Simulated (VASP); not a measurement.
A run of VASP 6.6.1:

Contents of INCAR:

```
PREC = Accurate
ENCUT = 600
EDIFF = 1E-6
ISMEAR = 0
SIGMA = 0.1
LREAL = F
LASPH = T
NELM = 200
ALGO = Normal
ISIF = 2
LWAVE = F
LCHARG = F
GGA = PE
NBANDS = 15
GGA_COMPAT = F
LMAXMIX = 6
```

The input KPOINTS:

```
regular mesh
0
Gamma
  6 6 4
```

POSCAR

```
TmF
1.0
    3.2497178267      0.0000000000      0.0000000000
   -1.6248589133      2.8143381930      0.0000000000
    0.0000000000      0.0000000000      3.8450087654
Tm F
1 1
Direct
    0.6666666667      0.3333333333      0.0000000000
    0.0000000000      0.0000000000      0.5000000000
```

Potentials or basis: VASP PAW PBE potentials, release 64 (Tm_3, F), 4f in core.

Launch:

```console
$ cat potpaw_PBE.64/Tm_3/POTCAR potpaw_PBE.64/F/POTCAR > POTCAR
$ mpirun -np 1 vasp_std > vasp.out
```

Hardware: 1 thread of Intel(R) Xeon(R) 6975P-C (Granite Rapids) (shared host).

Task: Estimate the wall time of this run.

Result: It took 8.2 s on 1 thread of Intel(R) Xeon(R) 6975P-C (Granite Rapids) (shared host), peak memory 0.17 GiB. Counts: scf iterations 13, k points 21.
